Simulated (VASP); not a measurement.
Input of a VASP 6.6.1 run:

The input POSCAR:

```
NbCd3
1.0
    4.2289729679      0.0000000000      0.0000000000
    0.0000000000      4.2289729679      0.0000000000
    0.0000000000      0.0000000000      4.2289729679
Nb Cd
1 3
Direct
    0.0000000000      0.0000000000      0.0000000000
    0.0000000000      0.5000000000      0.5000000000
    0.5000000000      0.0000000000      0.5000000000
    0.5000000000      0.5000000000      0.0000000000
```

Contents of INCAR.step1:

```
PREC     = Accurate       # precision mode
ENCUT    = 520            # plane-wave cutoff, eV
ISMEAR   = 0              # smearing method
SIGMA    = 0.1            # smearing width, eV
LREAL    = F              # projectors in reciprocal space
LASPH    = T              # aspherical terms in the spheres
NELM     = 80             # most SCF steps
NBANDS   = 32             # bands
GGA      = PE             # functional
ALGO     = Normal         # electronic algorithm
EDIFF    = 1E-4           # SCF threshold, eV
LWAVE    = T              # write WAVECAR
LCHARG   = F              # write CHGCAR
```

Contents of INCAR.step2:

```
PREC     = Accurate       # precision mode
ENCUT    = 520            # plane-wave cutoff, eV
EDIFF    = 1E-6           # SCF threshold, eV
ISMEAR   = 0              # smearing method
SIGMA    = 0.1            # smearing width, eV
LREAL    = F              # projectors in reciprocal space
LASPH    = T              # aspherical terms in the spheres
NELM     = 80             # most SCF steps
ALGO     = Normal         # electronic algorithm
ISIF     = 2              # what is computed and relaxed
LWAVE    = F              # write WAVECAR
LCHARG   = T              # write CHGCAR
METAGGA  = R2SCAN         # meta-GGA
LMIXTAU  = T            
LELF     = T              # ELF
LVHAR    = T            
NBANDS   = 32             # bands
ISTART   = 1
```

Contents of KPOINTS:

```
Automatic mesh
0
Gamma
  10 10 10
```

Potentials or basis: VASP PAW PBE potentials, release 64 (Nb_sv, Cd).

Launch:

```bash
$ cat potpaw_PBE.64/Nb_sv/POTCAR potpaw_PBE.64/Cd/POTCAR > POTCAR
$ cp INCAR.step1 INCAR
$ mpirun -np 1 vasp_std > vasp.out
$ cp INCAR.step2 INCAR
$ mpirun -np 1 vasp_std > vasp.out
```

Predict the pressure.

4.0 GPa.

Predict the band gap on the k mesh.

zero (an odd number of electrons rules out a gap without spin polarisation).

Caveat: the cell stands under pressure; the PAW data sets were made with another functional, which shifts forces and pressure a little.
